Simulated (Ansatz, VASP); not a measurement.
C: VASP beside Ansatz

```
C
1.0
     2.49909    0.00000    0.00000
    -1.24955    2.16428    0.00000
     0.00000    0.00000    4.11898
C
4
Direct
  0.33333 0.66667 0.99974
  0.66667 0.33333 0.49974
  0.33333 0.66667 0.37426
  0.66667 0.33333 0.87426
```

Change from the starting cell: strained cell.

Alike in both runs: functional PBEsol; k mesh 9 × 9 × 6; occupations gaussian, width 0.02 eV; no spin polarisation.

Ansatz relaxed the structure, and its values are those at the end. VASP's run is a single point on that final structure, the one shown.

```csv
,VASP,Ansatz
version,VASP 6.6.1,Ansatz 0.2.0
potentials or method,"VASP PAW PBE potentials, release 64 (C_h), cutoff 910 eV","scalar-relativistic, plane waves, PAW"
valence electrons in the cell,16,16
```

Ansatz gave:

| Property | Result |
| --- | --- |
| gap on the k mesh at the Fermi level (eV) | 3.05 |
| least direct gap on the mesh (eV) | 4.82 |

Q: What did VASP give for the same quantities?

A: gap on the k mesh at the Fermi level (eV): 3.03; least direct gap on the mesh (eV): 4.81.

VASP's potentials were made for PBE, not for PBEsol, and Ansatz warns of the same on its side. With one functional, cell and mesh, what is left measures potentials, basis and numerics. Ansatz's warnings: stress scf threshold loose.

Noted on VASP's run: the cutoff is short for stress, so the pressure is rough.
